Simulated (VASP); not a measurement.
Write the native input for VASP 6.6.1 that does the following.

| Property | Result |
| --- | --- |
| Task | single point |
| Functional | PBE |
| Potentials or basis | VASP PAW PBE potentials, release 64 (Sn_d, O) |
| Cutoff | 600 eV |
| k mesh | 6 × 6 × 8 |
| Occupations | gaussian, width 0.02 eV |
| Spin | no spin polarisation |
| Dipole correction | no |
| Further INCAR settings | ALGO = Normal; EDIFF = 1e-06; NBANDS = 35 |

The structure of SnO2 lies in POSCAR:

```
SnO2
1.0
    4.8271899921      0.0000000000      0.0000000000
    0.0000000000      4.8271899921      0.0000000000
    0.0000000000      0.0000000000      3.2381523551
Sn O
2 4
Direct
    0.5000000000      0.5000000000      0.5000000000
    0.0000000000      0.0000000000      0.0000000000
    0.1934234794      0.8065765206      0.5000000000
    0.8065765206      0.1934234794      0.5000000000
    0.3065765206      0.3065765206      0.0000000000
    0.6934234794      0.6934234794      0.0000000000
```

The input as run:

INCAR

```
SYSTEM = SnO2
ALGO = Normal
EDIFF = 1E-6
ENCUT = 600
GGA = PE
GGA_COMPAT = .FALSE.
ISIF = 2
ISMEAR = 0
LASPH = .TRUE.
LCHARG = .TRUE.
LELF = .TRUE.
LREAL = .FALSE.
LVHAR = .TRUE.
LWAVE = .FALSE.
NBANDS = 35
NELM = 120
PREC = Accurate
SIGMA = 0.02
```

KPOINTS

```
k-points
0
G
  6 6 8
  0 0 0
```

Potentials or basis: VASP PAW PBE potentials, release 64 (Sn_d, O).

Command:

```console
$ cat potpaw_PBE.64/Sn_d/POTCAR potpaw_PBE.64/O/POTCAR > POTCAR
$ mpirun -np 1 vasp_std > vasp.out
```

Results of the run:

```
Pressure               : 0.4 GPa
Largest force          : 0.016 eV/Å
Band gap on the k mesh : 0.67 eV
```

Caveat: semilocal functionals underestimate gaps, and a narrow one can read as zero; spin-orbit coupling is left out, which moves the levels of the heavy elements.

It took 2.6 min on 1 thread of Oxide Virtual Turin-like Processor, with other jobs on the host, peak memory 0.24 GiB.
